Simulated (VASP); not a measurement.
Input of a VASP 6.6.1 run:

The input INCAR:

```
SYSTEM = Cu
ALGO = Normal
EDIFF = 1E-6
ENCUT = 600
GGA = PE
GGA_COMPAT = .FALSE.
ISIF = 2
ISMEAR = 1
LASPH = .TRUE.
LCHARG = .FALSE.
LREAL = .FALSE.
LWAVE = .FALSE.
NBANDS = 12
NELM = 120
PREC = Accurate
SIGMA = 0.25
```

The input KPOINTS:

```
k-points
0
G
  13 13 13
  0 0 0
```

POSCAR

```
Cu
1.0
    0.0000000000      1.8075000000      1.8075000000
    1.8075000000      0.0000000000      1.8075000000
    1.8075000000      1.8075000000      0.0000000000
Cu
1
Direct
    0.0000000000      0.0000000000      0.0000000000
```

Potentials or basis: VASP PAW PBE potentials, release 64 (Cu).

Launch:

```sh
$ cat potpaw_PBE.64/Cu/POTCAR > POTCAR
$ mpirun -np 1 vasp_std > vasp.out
```

Question: Estimate the pressure.

Answer: 2.2 GPa.

Question: What does it give for the band gap on the k mesh?

Answer: Zero (an odd number of electrons rules out a gap without spin polarisation).
